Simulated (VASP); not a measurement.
# Sn (Immm) in VASP: further runs

Runs on Sn. Level: PBEsol. Tasks: single point.

Program: VASP 6.6.1. These are calculated values, not measurements. Logs are shortened: lines on timing, memory, paths and dates and some standing lists are left out, and cuts for length are marked.

## Step 1: The cell of the first run

Symmetry: Immm, No. 71, orthorhombic system. Conventional cell: a = 3.383 Å, b = 3.479 Å, c = 4.581 Å, α = 90.00°, β = 90.00°, γ = 90.00°. Sn (site symmetry mmm) has 12 Sn at 3.34 to 3.48 Å within 4.4 Å.

## Step 2: Single point, PBEsol

The input, INCAR:

```
PREC     = Accurate       # precision mode
ENCUT    = 520            # plane-wave cutoff, eV
EDIFF    = 1E-6           # SCF threshold, eV
ISMEAR   = -1             # smearing method
SIGMA    = 0.1            # smearing width, eV
LREAL    = F              # projectors in reciprocal space
LASPH    = T              # aspherical terms in the spheres
NELM     = 80             # most SCF steps
ALGO     = Normal         # electronic algorithm
ISIF     = 2              # what is computed and relaxed
LWAVE    = F              # write WAVECAR
LCHARG   = T              # write CHGCAR
GGA      = PS             # functional
LELF     = T              # ELF
LVHAR    = T            
NBANDS   = 13             # bands
```

The input, KPOINTS:

```
Automatic mesh
0
Gamma
  12 12 12
```

The input, POSCAR:

```
Sn
1.0
   -1.6912936206      1.7393011766      2.2906073406
    1.6912936206     -1.7393011766      2.2906073406
    1.6912936206      1.7393011766     -2.2906073406
Sn
1
Direct
    0.0000000000      0.0000000000      0.0000000000
```

Potentials or basis: VASP PAW PBE potentials, release 64 (Sn_d).

The run is started by

```bash
$ cat potpaw_PBE.64/Sn_d/POTCAR > POTCAR
$ mpirun -np 1 vasp_std > vasp.out
```

OUTCAR:

```text
PREC = Accurate
   ENCUT = 520
   EDIFF = 1E-6
   ISMEAR = -1
   LREAL = F
   LASPH = T
   NELM = 80
   ISIF = 2
   GGA = PS

 ion  position               nearest neighbor table
   1  0.000  0.000  0.000-

  LATTYP: Found a body centered orthorhombic cell.
 ALAT       =     3.3825872412
 B/A-ratio  =     1.0283851103
 C/A-ratio  =     1.3543522619

  Lattice vectors:

 A1 = (  -1.6912936206,   1.7393011766,   2.2906073406)
 A2 = (   1.6912936206,  -1.7393011766,   2.2906073406)
 A3 = (   1.6912936206,   1.7393011766,  -2.2906073406)

Analysis of symmetry for initial positions (statically):
=====================================================================
 Subroutine PRICEL returns:
 Original cell was already a primitive cell.

 Routine SETGRP: Setting up the symmetry group for a
 body centered orthorhombic supercell.

 Subroutine GETGRP returns: Found  8 space group operations
 (whereof  8 operations were pure point group operations)
 out of a pool of  8 trial point group operations.

The static configuration has the point symmetry D_2h.

Analysis of symmetry for dynamics (positions and initial velocities):
=====================================================================
 Subroutine PRICEL returns:
 Original cell was already a primitive cell.

 Routine SETGRP: Setting up the symmetry group for a
 body centered orthorhombic supercell.

 Subroutine GETGRP returns: Found  8 space group operations
 (whereof  8 operations were pure point group operations)
 out of a pool of  8 trial point group operations.

The dynamic configuration has the point symmetry D_2h.

 Subroutine INISYM returns: Found  8 space group operations
 (whereof  8 operations are pure point group operations),
 and found     1 'primitive' translations

----------------------------------------------------------------------------------------

                                     Primitive cell

  volume of cell :      26.9528

  direct lattice vectors                    reciprocal lattice vectors
    -1.691293621  1.739301177  2.290607341     0.000000000  0.287471777  0.218282720
     1.691293621 -1.739301177  2.290607341     0.295631695  0.000000000  0.218282720
     1.691293621  1.739301177 -2.290607341     0.295631695  0.287471777  0.000000000

  length of vectors
     3.336543823  3.336543823  3.336543823     0.360953416  0.367485299  0.412356789

  position of ions in fractional coordinates (direct lattice)
[... 83 lines left out ...]
   ISIF   =      2    stress and relaxation
   ISYM   =      2    0-nonsym 1-usesym 2-fastsym
   POTIM  = 0.5000    time-step for ionic-motion
   TEBEG  =    0.0;   TEEND  =   0.0 temperature during run
   PSTRESS=    0.0 pullay stress
   NELECT =      14.0000    total number of electrons
   NUPDOWN=      -1.0000    fix difference up-down
   EMIN   =  10.00;   EMAX   =-10.00  energy-range for DOS
   EFERMI =   0.00;   METHOD = LEGACY
   ISMEAR =    -1;   SIGMA  =   0.10  broadening in eV -4-tet -1-fermi 0-gaus
   EFERMI_NEDOS =   21; number of points for ismear=-14 and -15
   IALGO  =     38    algorithm
   IMIX   =      4    mixing-type and parameters
     AMIX     =   0.40;   BMIX     =  1.00
     AMIX_MAG =   1.60;   BMIX_MAG =  1.00
  volume/ion in A,a.u.               =      26.95       181.89
  Fermi-wavevector in a.u.,A,eV,Ry     =   1.315980  2.486842 23.562623  1.731804
  Thomas-Fermi vector in A             =   2.446125
   LORBIT       =      0    0 simple, 1 ext, 2 COOP (PROOUT), +10 PAW based schemes
   GGA     = PS    functional components
   LHFCALC =     F    Hartree Fock is set to
   AEXX    =    0.0000 exact exchange contribution
   IVDW    =     0    specifies the selected vdW correction
   LEPSILON=     F    determine dielectric tensor
   LRPA    =     F    only Hartree local field effects (RPA)
 non-spin polarized calculation
  energy-cutoff  :      520.00
  volume of cell :       26.95
 maximum number of plane-waves:       744
 NGX is ok and might be reduce to    28
   NGX = 13   NGY = 13   NGZ = 13

 number of electron      14.0000002 magnetization

 Free energy of the ion-electron system (eV)
  ---------------------------------------------------
  ext. energy  EPLUGINS =         0.00000000
  ---------------------------------------------------
  free energy    TOTEN  =        -4.23547485 eV

  energy without entropy =       -4.21509805  energy(sigma->0) =       -4.22528645

 E-fermi :   8.0854     XC(G=0): -10.5417

 val. band max:        8.0789266959   @ k =  -0.2500  -0.3333   0.1667
 cond. band min:       8.1001022682   @ k =   0.2500   0.0833  -0.0000
 fundamental gap:      0.0211755723
 Fermi energy:         8.0854290772

 k-point     1 :       0.0000    0.0000    0.0000
  band No.  band energies     occupation
      1     -13.3962      2.00000
      2     -13.3795      2.00000
      3     -13.3524      2.00000
      4     -13.3150      2.00000
      5     -13.2754      2.00000
      6      -3.1331      2.00000
      7      15.5841      0.00000
      8      15.7268      0.00000
      9      16.1835      0.00000
     10      18.7913      0.00000
     11      19.5900      0.00000
     12      20.1066      0.00000
     13      20.2871      0.00000
[... 354 lines left out ...]
  band No.  band energies     occupation
      1     -13.3762      2.00000
      2     -13.3542      2.00000
      3     -13.3267      2.00000
      4     -13.2582      2.00000
      5     -13.2328      2.00000
      6       0.4661      2.00000
      7       5.4827      2.00000
      8      10.1062      0.00000
      9      13.8582      0.00000
     10      17.0236      0.00000
     11      20.2158      0.00000
     12      21.0990      0.00000
     13      23.1602      0.00000

 [... further k-points ...]

------------------------ aborting loop because EDIFF is reached ----------------------------------------

  FORCE on cell =-STRESS in cart. coord.  units (eV):
  Direction    XX          YY          ZZ          XY          YZ          ZX
  --------------------------------------------------------------------------------------
  -------------------------------------------------------------------------------------
  Total       -0.0934132     -0.2339882     -0.1926102     -0.0000000      0.0000000      0.0000000
  in kB       -5.5528324    -13.9091342    -11.4494693     -0.0000000      0.0000000      0.0000000
  external PRESSURE =     -10.3038120 kB  Pullay stress =       0.0000000 kB

 VOLUME and BASIS-vectors are now :
 -----------------------------------------------------------------------------
  energy-cutoff  :      520.00
  volume of cell :       26.95
      direct lattice vectors                 reciprocal lattice vectors
    -1.691293621  1.739301177  2.290607341     0.000000000  0.287471777  0.218282720
     1.691293621 -1.739301177  2.290607341     0.295631695  0.000000000  0.218282720
     1.691293621  1.739301177 -2.290607341     0.295631695  0.287471777  0.000000000

 POSITION                                       TOTAL-FORCE (eV/Angst)
 -----------------------------------------------------------------------------------
      0.00000      0.00000      0.00000         0.000000     -0.000000      0.000000
 -----------------------------------------------------------------------------------
    total drift:                               -0.000000     -0.000000     -0.000000

  FREE ENERGIE OF THE ION-ELECTRON SYSTEM (eV)
  ---------------------------------------------------
  free  energy   TOTEN  =        -4.2354748495 eV

  energy  without entropy=       -4.2150980481  energy(sigma->0) =       -4.22528645
```

stdout:

```text
POSCAR found type information on POSCAR Sn
 POSCAR found :  1 types and       1 ions
 scaLAPACK will be used
 -----------------------------------------------------------------------------
|                                                                             |
|                                                                             |
|     You enforced a specific xc type in the INCAR file but a different       |
|     I HOPE YOU KNOW WHAT YOU ARE DOING!                                     |
|                                                                             |
 -----------------------------------------------------------------------------

 LDA part: xc-table for (Slater+PW92), standard interpolation
 POSCAR, INCAR and KPOINTS ok, starting setup
 FFT: planning ... GRIDC
 FFT: planning ... GRID_SOFT
 FFT: planning ... GRID
 WAVECAR not read
 entering main loop
```

It took 2.4 min on 1 thread of Intel Xeon 8259CL, shared host; peak memory 0.23 GiB.

What came out:

- Free energy: -4.2355 eV
- Pressure: -1.0 GPa
- Band gap on the k mesh: zero (bands 7 and 8 overlap by 9.58 eV)

Levels at points of the mesh, in eV from the Fermi level:
```csv
k point,band 4,band 5,band 6,band 7,band 8,band 9,band 10,band 11
"(0.00, 0.00, 0.00)",-21.40,-21.36,-11.22,7.50,7.64,8.10,10.71,11.50
"(0.50, 0.00, 0.00)",-21.32,-21.29,-6.95,-4.72,5.57,6.37,10.17,10.17
"(0.00, 0.50, 0.00)",-21.30,-21.29,-6.69,-4.65,5.12,6.03,9.66,9.93
"(0.50, 0.50, 0.00)",-21.29,-21.27,-5.18,-3.84,2.14,2.52,5.71,6.03
"(0.50, 0.50, 0.50)",-21.28,-21.28,-4.34,-3.31,1.24,1.91,4.72,5.56
```

Caveat: the PAW data sets were made with another functional, which shifts forces and pressure a little; spin-orbit coupling is left out, which moves the levels of the heavy elements.

## Step 3: Single point, PBEsol

This run uses another cell than the first one, of 27.53 Å³/atom.

The input, INCAR:

```
SYSTEM = Sn
PREC = Accurate
ENCUT = 520
EDIFF = 1E-6
ISMEAR = -1
SIGMA = 0.1
LREAL = .False.
LASPH = .True.
NELM = 80
ALGO = Normal
ISIF = 2
LWAVE = .False.
LCHARG = .False.
GGA = PS
NBANDS = 13
```

The input, KPOINTS:

```
regular mesh
0
Gamma
  12 12 12
  0 0 0
```

The input, POSCAR:

```
Sn
1.0
   -1.7032045314      1.7515501800      2.3067389097
    1.7032045314     -1.7515501800      2.3067389097
    1.7032045314      1.7515501800     -2.3067389097
Sn
1
Direct
    0.0000000000      0.0000000000      0.0000000000
```

Potentials or basis: VASP PAW PBE potentials, release 64 (Sn_d).

The run is started by

```bash
$ cat potpaw_PBE.64/Sn_d/POTCAR > POTCAR
$ mpirun -np 1 vasp_std > vasp.out
```

Wall time 2.2 min (1 thread of Intel Xeon 8259CL, shared host); peak memory 0.23 GiB.

The run converged. Its results:

- Free energy: -4.2302 eV
- Pressure: -2.0 GPa
- Band gap on the k mesh: zero (bands 7 and 8 overlap by 9.35 eV)

Stress tensor (GPa, compression positive):
```
-1.58  0.00  0.00
 0.00 -2.34  0.00
 0.00  0.00 -2.15
```

Levels at points of the mesh, in eV from the Fermi level:
```csv
k point,band 4,band 5,band 6,band 7,band 8,band 9,band 10,band 11
"(0.00, 0.00, 0.00)",-21.39,-21.36,-11.06,7.33,7.47,7.91,10.68,11.38
"(0.50, 0.00, 0.00)",-21.31,-21.29,-6.92,-4.61,5.46,6.24,10.00,10.14
"(0.00, 0.50, 0.00)",-21.30,-21.29,-6.66,-4.54,5.01,5.91,9.50,9.84
"(0.50, 0.50, 0.00)",-21.29,-21.27,-5.19,-3.75,2.11,2.49,5.64,5.99
"(0.50, 0.50, 0.50)",-21.28,-21.28,-4.38,-3.23,1.23,1.89,4.68,5.52
```

Caveat: the PAW data sets were made with another functional, which shifts forces and pressure a little; spin-orbit coupling is left out, which moves the levels of the heavy elements.
